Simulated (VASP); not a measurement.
A run of VASP 6.6.1:

Contents of INCAR:

```
SYSTEM = Re
PREC = Accurate ; ENCUT = 520
EDIFF = 1E-6 ; ISMEAR = 0
SIGMA = 0.15 ; LREAL = .False.
LASPH = .True. ; NELM = 100
ALGO = Fast ; ISIF = 2
LWAVE = .False. ; LCHARG = .True.
GGA = PE ; LELF = .True.
LVHAR = .True. ; NBANDS = 14
```

File KPOINTS:

```
Automatic mesh
0
Gamma
  18 18 10
  0 0 0
```

POSCAR

```
Re
1.0
    2.8489119573      0.0000000000      0.0000000000
   -1.4244559786      2.4672301281      0.0000000000
    0.0000000000      0.0000000000      4.4842238099
Re
2
Direct
    0.3333333333      0.6666666667      0.2391620039
    0.6666666667      0.3333333333      0.7608379961
```

Potentials or basis: VASP PAW PBE potentials, release 64 (Re).

The run is started by

```console
$ cat potpaw_PBE.64/Re/POTCAR > POTCAR
$ mpirun -np 1 vasp_std > vasp.out
```

Hardware: 1 thread of Intel(R) Xeon(R) 6975P-C (Granite Rapids) (shared host).

How long does it take, and how much memory?

Wall time 76 s on 1 thread of Intel(R) Xeon(R) 6975P-C (Granite Rapids), with other jobs on the host, peak memory 0.25 GiB. Counts: scf iterations 15, k points 330.
